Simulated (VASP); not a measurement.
# Al32Si (a cell with a defect) in VASP: relaxation of the atoms with PBE+D3(BJ)

Aim: the relaxation of the atoms of Al32Si (a cell with a defect) with PBE+D3(BJ).

All numbers are computed with VASP 6.6.1; they aren't measurements. Logs are shortened: lines on timing, memory, paths and dates and some standing lists are left out, and cuts for length are marked.

**1. The cell of the first run**

The cell holds a defect, 33 atoms: a = 8.100 Å, b = 8.100 Å, c = 8.100 Å, α = 90.00°, β = 90.00°, γ = 90.00°.

**2. Relaxation of the atoms, PBE+D3(BJ)**

INCAR

```
ALGO = Normal ; EDIFF = 1E-7
EDIFFG = -0.03 ; ENCUT = 450
GGA = PE ; GGA_COMPAT = F
IBRION = 2 ; ISIF = 2
ISMEAR = 0 ; IVDW = 12
KPAR = 2 ; LASPH = T
LCHARG = F ; LREAL = Auto
LWAVE = F ; NCORE = 2
NELM = 120 ; NELMIN = 4
NSW = 80 ; PREC = Accurate
SIGMA = 0.05
```

KPOINTS

```
k-points
0
Gamma
  2 2 2
```

POSCAR

```
Al32Si
1.0
    8.1000000000      0.0000000000      0.0000000000
    0.0000000000      8.1000000000      0.0000000000
    0.0000000000      0.0000000000      8.1000000000
Al Si
32 1
Direct
    0.5000000000      0.0000000000      0.0000000000
    0.7500000000      0.2500000000      0.0000000000
    0.7500000000      0.0000000000      0.2500000000
    0.0000000000      0.0000000000      0.0000000000
    0.2500000000      0.2500000000      0.0000000000
    0.5000000000      0.5000000000      0.0000000000
    0.7500000000      0.7500000000      0.0000000000
    0.2500000000      0.0000000000      0.2500000000
    0.5000000000      0.2500000000      0.2500000000
    0.7500000000      0.5000000000      0.2500000000
    0.5000000000      0.0000000000      0.5000000000
    0.7500000000      0.2500000000      0.5000000000
    0.7500000000      0.0000000000      0.7500000000
    0.0000000000      0.5000000000      0.0000000000
    0.2500000000      0.7500000000      0.0000000000
    0.0000000000      0.2500000000      0.2500000000
    0.2500000000      0.5000000000      0.2500000000
    0.5000000000      0.7500000000      0.2500000000
    0.0000000000      0.0000000000      0.5000000000
    0.2500000000      0.2500000000      0.5000000000
    0.5000000000      0.5000000000      0.5000000000
    0.7500000000      0.7500000000      0.5000000000
    0.2500000000      0.0000000000      0.7500000000
    0.5000000000      0.2500000000      0.7500000000
    0.7500000000      0.5000000000      0.7500000000
    0.0000000000      0.7500000000      0.2500000000
    0.0000000000      0.5000000000      0.5000000000
    0.2500000000      0.7500000000      0.5000000000
    0.0000000000      0.2500000000      0.7500000000
    0.2500000000      0.5000000000      0.7500000000
    0.5000000000      0.7500000000      0.7500000000
    0.0000000000      0.7500000000      0.7500000000
    0.7524440800      0.4977010400      0.5057070800
```

Potentials or basis: VASP PAW PBE potentials, release 64 (Al, Si).

Started as:

```
> cat potpaw_PBE.64/Al/POTCAR potpaw_PBE.64/Si/POTCAR > POTCAR
> mpirun -np 4 vasp_std > vasp.out
```

OUTCAR:

```text
EDIFF = 1E-7
   EDIFFG = -0.03
   ENCUT = 450
   GGA = PE
   IBRION = 2
   ISIF = 2
   ISMEAR = 0
   IVDW = 12
   LASPH = T
   LREAL = Auto
   NELM = 120
   NELMIN = 4
   NSW = 80
   PREC = Accurate
 IVDW          = 12

 ion  position               nearest neighbor table
   1  0.500  0.000  0.000-   2 2.86   3 2.86   5 2.86   7 2.86   8 2.86   9 2.86  13 2.86  15 2.86
                            18 2.86  23 2.86  24 2.86  31 2.86
   2  0.750  0.250  0.000-   1 2.86   3 2.86   4 2.86   6 2.86   9 2.86  10 2.86  13 2.86  14 2.86
                            16 2.86  24 2.86  25 2.86  29 2.86
   3  0.750  0.000  0.250-   1 2.86   2 2.86   4 2.86   7 2.86   9 2.86  11 2.86  12 2.86  16 2.86
                            18 2.86  19 2.86  22 2.86  26 2.86
   4  0.000  0.000  0.000-   2 2.86   3 2.86   5 2.86   7 2.86   8 2.86  13 2.86  15 2.86  16 2.86
                            23 2.86  26 2.86  29 2.86  32 2.86
   5  0.250  0.250  0.000-   1 2.86   4 2.86   6 2.86   8 2.86   9 2.86  14 2.86  16 2.86  17 2.86
                            23 2.86  24 2.86  29 2.86  30 2.86
   6  0.500  0.500  0.000-   2 2.86   5 2.86   7 2.86   9 2.86  10 2.86  15 2.86  17 2.86  18 2.86
                            24 2.86  25 2.86  30 2.86  31 2.86
   7  0.750  0.750  0.000-   1 2.86   3 2.86   4 2.86   6 2.86  10 2.86  13 2.86  14 2.86  18 2.86
                            25 2.86  26 2.86  31 2.86  32 2.86
   8  0.250  0.000  0.250-   1 2.86   4 2.86   5 2.86   9 2.86  11 2.86  15 2.86  16 2.86  18 2.86
                            19 2.86  20 2.86  26 2.86  28 2.86
   9  0.500  0.250  0.250-   1 2.86   2 2.86   3 2.86   5 2.86   6 2.86   8 2.86  10 2.86  11 2.86
[... 32 lines left out ...]
                            27 2.86  29 2.86  31 2.86  32 2.86   2 2.86
  26  0.000  0.750  0.250-   3 2.86   4 2.86   7 2.86   8 2.86  10 2.86  14 2.86  15 2.86  17 2.86
                            19 2.86  22 2.86  27 2.86  28 2.86
  27  0.000  0.500  0.500-  33 2.01  12 2.86  16 2.86  17 2.86  20 2.86  22 2.86  25 2.86  26 2.86
                            28 2.86  29 2.86  30 2.86  32 2.86  10 2.86
  28  0.250  0.750  0.500-   8 2.86  11 2.86  17 2.86  18 2.86  19 2.86  21 2.86  23 2.86  26 2.86
                            27 2.86  30 2.86  31 2.86  32 2.86
  29  0.000  0.250  0.750-   2 2.86   4 2.86   5 2.86  12 2.86  13 2.86  14 2.86  19 2.86  20 2.86
                            23 2.86  25 2.86  27 2.86  30 2.86
  30  0.250  0.500  0.750-   5 2.86   6 2.86  14 2.86  15 2.86  20 2.86  21 2.86  24 2.86  27 2.86
                            28 2.86  29 2.86  31 2.86  32 2.86
  31  0.500  0.750  0.750-   1 2.86   6 2.86   7 2.86  11 2.86  13 2.86  15 2.86  21 2.86  22 2.86
                            23 2.86  25 2.86  28 2.86  30 2.86
  32  0.000  0.750  0.750-   4 2.86   7 2.86  13 2.86  14 2.86  15 2.86  19 2.86  22 2.86  23 2.86
                            25 2.86  27 2.86  28 2.86  30 2.86
  33  0.752  0.498  0.506-  25 1.98  27 2.01  12 2.01  22 2.04  21 2.05  10 2.07

  LATTYP: Found a simple cubic cell.
 ALAT       =     8.1000000000

  Lattice vectors:

 A1 = (   8.1000000000,   0.0000000000,   0.0000000000)
 A2 = (   0.0000000000,   8.1000000000,   0.0000000000)
 A3 = (   0.0000000000,   0.0000000000,   8.1000000000)

Analysis of symmetry for initial positions (statically):
=====================================================================
 Subroutine PRICEL returns:
 Original cell was already a primitive cell.

 Routine SETGRP: Setting up the symmetry group for a
 simple cubic supercell.

 Subroutine GETGRP returns: Found  1 space group operations
 (whereof  1 operations were pure point group operations)
 out of a pool of 48 trial point group operations.

The static configuration has the point symmetry C_1 .

Analysis of symmetry for dynamics (positions and initial velocities):
=====================================================================
 Subroutine PRICEL returns:
 Original cell was already a primitive cell.

 Routine SETGRP: Setting up the symmetry group for a
 simple cubic supercell.

 Subroutine GETGRP returns: Found  1 space group operations
 (whereof  1 operations were pure point group operations)
 out of a pool of 48 trial point group operations.

The dynamic configuration has the point symmetry C_1 .

 Subroutine INISYM returns: Found  1 space group operations
 (whereof  1 operations are pure point group operations),
 and found     1 'primitive' translations

----------------------------------------------------------------------------------------

                                     Primitive cell

  volume of cell :     531.4410

  direct lattice vectors                    reciprocal lattice vectors
     8.100000000  0.000000000  0.000000000     0.123456790  0.000000000  0.000000000
     0.000000000  8.100000000  0.000000000     0.000000000  0.123456790  0.000000000
     0.000000000  0.000000000  8.100000000     0.000000000  0.000000000  0.123456790

  length of vectors
     8.100000000  8.100000000  8.100000000     0.123456790  0.123456790  0.123456790

  position of ions in fractional coordinates (direct lattice)
     0.500000000  0.000000000  0.000000000
[... 74 lines left out ...]
 Grid dimensions read from file:
 generate k-points for:    2    2    2

 Generating k-lattice:

  Cartesian coordinates                     Fractional coordinates (reciprocal lattice)
     0.061728395  0.000000000  0.000000000     0.500000000  0.000000000  0.000000000
     0.000000000  0.061728395  0.000000000     0.000000000  0.500000000  0.000000000
     0.000000000  0.000000000  0.061728395     0.000000000  0.000000000  0.500000000

  Length of vectors
     0.061728395  0.061728395  0.061728395

  Shift w.r.t. Gamma in fractional coordinates (k-lattice)
     0.000000000  0.000000000  0.000000000

 Subroutine IBZKPT returns following result:
 ===========================================

 Found      8 irreducible k-points:

 Following reciprocal coordinates:
            Coordinates               Weight
  0.000000  0.000000  0.000000      1.000000
  0.500000  0.000000  0.000000      1.000000
  0.000000  0.500000  0.000000      1.000000
  0.000000  0.000000  0.500000      1.000000
  0.500000  0.500000  0.000000      1.000000
  0.000000  0.500000  0.500000      1.000000
  0.500000  0.000000  0.500000      1.000000
  0.500000  0.500000  0.500000      1.000000
   k-points           NKPTS =      8   k-points in BZ     NKDIM =      8   number of bands    NBANDS=     67
   number of dos      NEDOS =    301   number of ions     NIONS =     33
   total plane-waves  NPLWV = 175616
   dimension x,y,z NGX =    56 NGY =   56 NGZ =   56
   dimension x,y,z NGXF=   112 NGYF=  112 NGZF=  112
   ions per type =              32   1
   NGX,Y,Z   is equivalent  to a cutoff of  11.49, 11.49, 11.49 a.u.
   NGXF,Y,Z  is equivalent  to a cutoff of  22.99, 22.99, 22.99 a.u.
 SYSTEM =  unknown system
   PREC   = accura    normal or accurate (medium, high low for compatibility)
   ISTART =      0    job   : 0-new  1-cont  2-samecut
   ICHARG =      2    charge: 1-file 2-atom 10-const
   ISPIN  =      1    spin polarized calculation?
   LNONCOLLINEAR =      F non collinear calculations
   LSORBIT =      F    spin-orbit coupling
   LASPH  =      T    aspherical Exc in radial PAW
   ENCUT  =  450.0 eV  33.07 Ry    5.75 a.u.  14.01 14.01 14.01*2*pi/ulx,y,z
   NELM   =    120;   NELMIN=  4; NELMDL= -5     # of ELM steps
   EDIFF  = 0.1E-06   stopping-criterion for ELM
   LREAL  =      T    real-space projection
   EDIFFG = -.3E-01   stopping-criterion for IOM
   NSW    =     80    number of steps for IOM
   IBRION =      2    ionic relax: 0-MD 1-quasi-New 2-CG
   NFREE  =      1    steps in history (QN), initial steepest desc. (CG)
   ISIF   =      2    stress and relaxation
   ISYM   =      2    0-nonsym 1-usesym 2-fastsym
   POTIM  = 0.5000    time-step for ionic-motion
   TEBEG  =    0.0;   TEEND  =   0.0 temperature during run
   PSTRESS=    0.0 pullay stress
   NELECT =     100.0000    total number of electrons
   NUPDOWN=      -1.0000    fix difference up-down
   EMIN   =  10.00;   EMAX   =-10.00  energy-range for DOS
   EFERMI =   0.00;   METHOD = LEGACY
   ISMEAR =     0;   SIGMA  =   0.05  broadening in eV -4-tet -1-fermi 0-gaus
   EFERMI_NEDOS =   21; number of points for ismear=-14 and -15
   IALGO  =     38    algorithm
   IMIX   =      4    mixing-type and parameters
     AMIX     =   0.40;   BMIX     =  1.00
     AMIX_MAG =   1.60;   BMIX_MAG =  1.00
  volume/ion in A,a.u.               =      16.10       108.68
  Fermi-wavevector in a.u.,A,eV,Ry     =   0.938116  1.772782 11.973962  0.880061
  Thomas-Fermi vector in A             =   2.065295
   LORBIT       =      0    0 simple, 1 ext, 2 COOP (PROOUT), +10 PAW based schemes
   GGA     = PE    functional components
   LHFCALC =     F    Hartree Fock is set to
   AEXX    =    0.0000 exact exchange contribution
   IVDW    =    12    specifies the selected vdW correction
   LEPSILON=     F    determine dielectric tensor
   LRPA    =     F    only Hartree local field effects (RPA)
 conjugate gradient relaxation of ions
 non-spin polarized calculation
 Gauss-broadening in eV      SIGMA  =   0.05
  energy-cutoff  :      450.00
  volume of cell :      531.44
 maximum number of plane-waves:     11536
   NGX = 29   NGY = 29   NGZ = 29

--------------------------------------- Ionic step        1  -------------------------------------------

 number of electron     100.0000000 magnetization

 number of electron      99.9999995 magnetization

 Free energy of the ion-electron system (eV)
  ---------------------------------------------------
  ext. energy  EPLUGINS =         0.00000000
  ---------------------------------------------------
  free energy    TOTEN  =      -117.16485291 eV

  energy without entropy =     -117.14345410  energy(sigma->0) =     -117.15415350

------------------------ aborting loop because EDIFF is reached ----------------------------------------

 Edisp (eV)  -11.42659

 E8    (eV) :    -5.0985
[... 198 lines left out ...]
  FREE ENERGIE OF THE ION-ELECTRON SYSTEM (eV)
  ---------------------------------------------------
  free  energy   TOTEN  =      -134.8953667237 eV

  energy  without entropy=     -134.8810056355  energy(sigma->0) =     -134.88818618

[... ionic steps 4 to 8 ...]

--------------------------------------- Ionic step        9  -------------------------------------------

 number of electron      99.9999999 magnetization

------------------------ aborting loop because EDIFF is reached ----------------------------------------
[... 137 lines left out ...]
--------------------------------------- Ionic step       11  -------------------------------------------

 number of electron      99.9999999 magnetization

 Free energy of the ion-electron system (eV)
  ---------------------------------------------------
  ext. energy  EPLUGINS =         0.00000000
  ---------------------------------------------------
  free energy    TOTEN  =      -124.05220491 eV

  energy without entropy =     -124.04086384  energy(sigma->0) =     -124.04653437

 E-fermi :   7.9199     XC(G=0): -10.2845

 val. band max:        7.9031138648   @ k =   0.0000   0.0000   0.5000
 cond. band min:       8.1617941237   @ k =   0.0000   0.0000   0.5000
 fundamental gap:      0.2586802589
 Fermi energy:         7.9199188028

 k-point     1 :       0.0000    0.0000    0.0000
  band No.  band energies     occupation
      1      -3.2119      2.00000
      2      -1.6277      2.00000
      3      -1.0071      2.00000
      4      -1.0041      2.00000
      5      -0.7079      2.00000
      6      -0.7079      2.00000
[... 509 lines left out ...]
     61      10.7923      0.00000
     62      11.1909      0.00000
 [bands above 62 left out]

------------------------ aborting loop because EDIFF is reached ----------------------------------------

 Edisp (eV)  -11.42714

 E8    (eV) :    -5.0998
[... 56 lines left out ...]
  FREE ENERGIE OF THE ION-ELECTRON SYSTEM (eV)
  ---------------------------------------------------
  free  energy   TOTEN  =      -135.4793465418 eV

  energy  without entropy=     -135.4680054656  energy(sigma->0) =     -135.47367600

 reached required accuracy - stopping structural energy minimisation
```

Run time: 10 min. Hardware: 4 MPI ranks of AMD EPYC 7R13 (Zen 3), shared host; peak memory 0.35 GiB.

What came out:

- Free energy: -135.4793 eV
- Energy gained by relaxing: 208.7 meV/atom
- Ionic steps: 11
- Pressure after relaxing: 0.1 GPa
- Largest force after relaxing: 0.029 eV/Å
- Band gap on the k mesh: zero (bands 50 and 51 overlap by 1.03 eV)
- Dispersion energy per atom: -0.346 eV

Forces in eV/Å, atoms in the order of the input:
```
Al  -0.004  0.000  0.000
Al   0.001 -0.011  0.000
Al   0.001  0.000 -0.019
Al   0.005  0.000  0.000
Al   0.000 -0.005  0.000
Al  -0.012 -0.001 -0.001
Al   0.001  0.012 -0.001
Al   0.000  0.000 -0.006
Al   0.014  0.014  0.015
Al  -0.001  0.001  0.006
Al  -0.018  0.001  0.002
Al   0.001  0.011  0.001
Al   0.000  0.000  0.022
Al   0.011 -0.001  0.000
Al   0.000  0.004  0.000
Al  -0.015  0.015  0.017
Al   0.000 -0.001 -0.019
Al   0.013 -0.013  0.014
Al   0.019  0.000  0.002
Al   0.000 -0.019  0.002
Al   0.010 -0.001  0.001
Al   0.001 -0.010  0.001
Al   0.000  0.000  0.005
Al   0.017  0.016 -0.016
Al   0.002 -0.002 -0.015
Al  -0.013 -0.014  0.015
Al  -0.011 -0.001  0.001
Al   0.000  0.018  0.002
Al  -0.016  0.016 -0.017
Al   0.000  0.000  0.021
Al   0.016 -0.016 -0.014
Al  -0.017 -0.016 -0.016
Si  -0.004  0.004 -0.003
```

Step by step:
| step | energy change (eV) | largest force (eV/Å) | pressure (GPa) |
| --- | --- | --- | --- |
| 1 | 0.0000 | 8.2412 | 3.83 |
| 2 | -6.2920 | 1.7884 | 0.53 |
| 3 | -6.3039 | 1.8018 | 0.55 |
| 4 | -6.3096 | 1.7994 | 0.53 |
| 5 | -6.7272 | 0.4732 | 0.26 |
| 6 | -6.7603 | 0.7755 | 0.23 |
| 7 | -6.8603 | 0.3147 | 0.15 |
| 8 | -6.8723 | 0.1606 | 0.13 |
| 9 | -6.8839 | 0.0783 | 0.13 |
| 10 | -6.8857 | 0.1080 | 0.14 |
| 11 | -6.8879 | 0.0288 | 0.13 |

Final structure:
```
CELL_PARAMETERS angstrom
8.10000 0.00000 0.00000
0.00000 8.10000 0.00000
0.00000 0.00000 8.10000
ATOMIC_POSITIONS crystal
Al 0.49706 0.00002 0.99995
Al 0.75005 0.23830 0.00055
Al 0.75005 0.99974 0.23866
Al 0.00291 0.00002 0.99994
Al 0.24997 0.24709 0.99994
Al 0.48826 0.49995 0.00061
Al 0.75005 0.76175 0.00061
Al 0.24998 0.00001 0.24711
Al 0.49850 0.24835 0.24857
Al 0.74991 0.50009 0.20076
Al 0.48859 0.99975 0.50010
Al 0.74979 0.19886 0.49951
Al 0.75004 0.99982 0.76115
Al 0.01169 0.49995 0.00055
Al 0.24998 0.75294 0.99995
Al 0.00154 0.24846 0.24867
Al 0.25028 0.49995 0.23866
Al 0.49842 0.75158 0.24850
Al 0.01135 0.99978 0.50011
Al 0.25023 0.23864 0.50011
Al 0.45012 0.50015 0.49963
Al 0.74985 0.79991 0.49962
Al 0.24997 0.00003 0.75280
Al 0.49874 0.24863 0.75146
Al 0.74976 0.50023 0.80243
Al 0.00165 0.75150 0.24857
Al 0.05118 0.50020 0.49951
Al 0.25026 0.76142 0.50010
Al 0.00122 0.24878 0.75129
Al 0.25019 0.49996 0.76116
Al 0.49863 0.75137 0.75157
Al 0.00137 0.75126 0.75145
Si 0.75085 0.49920 0.50211
```

Caveat: the k points lie up to 0.39 Å⁻¹ apart, too coarse for converged energies and pressures of a metal.
